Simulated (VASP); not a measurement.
## Au: single point with LDA

Au:

```xyz
1
Lattice="-1.6573 1.6573 1.6324 1.6573 -1.6573 1.6324 1.6573 1.6573 -1.6324" Properties=species:S:1:pos:R:3 pbc="T T T"
Au    0.0000    0.0000    0.0000
```

This cell differs from its parent crystal: strain +0.000 along x and y, -0.015 along z.

| Item | Value |
| --- | --- |
| Program | VASP 6.6.1 |
| Task | single point |
| Functional | LDA |
| Potentials or basis | VASP PAW LDA potentials, release 64 (Au) |
| Cutoff | 500 eV |
| k mesh | 20 × 20 × 20 |
| Occupations | gaussian, width 0.15 eV |
| Spin | no spin polarisation |
| Dipole correction | no |
| Further INCAR settings | ALGO = Normal; EDIFF = 1e-06; NBANDS = 12 |

```yaml
Pressure: -11.5 GPa
```

Levels at points of the mesh, in eV from the Fermi level:
```
           k point  band 3  band 4  band 5  band 6  band 7  band 8  band 9  band 10
(0.00, 0.00, 0.00)   -4.61   -4.61   -2.88   -2.77   16.35   16.35   16.62    23.12
(0.50, 0.00, 0.00)   -2.94   -2.62   -1.41   -0.45    3.28   12.21   13.32    20.97
(0.50, 0.50, 0.00)   -3.05   -2.68   -1.43   -0.54    3.16   12.43   13.66    21.43
(0.50, 0.50, 0.50)   -1.78   -1.78   -1.75    6.02    6.02    6.45    9.05    15.36
```

Wall time 57 s on 1 thread of AMD EPYC 9R45 96-Core Processor (Zen 5) (shared host), peak memory 0.21 GiB.

Caveat: the cell differs from its parent crystal (strain +0.000 along x and y, -0.015 along z); spin-orbit coupling is left out, which moves the levels of the heavy elements.
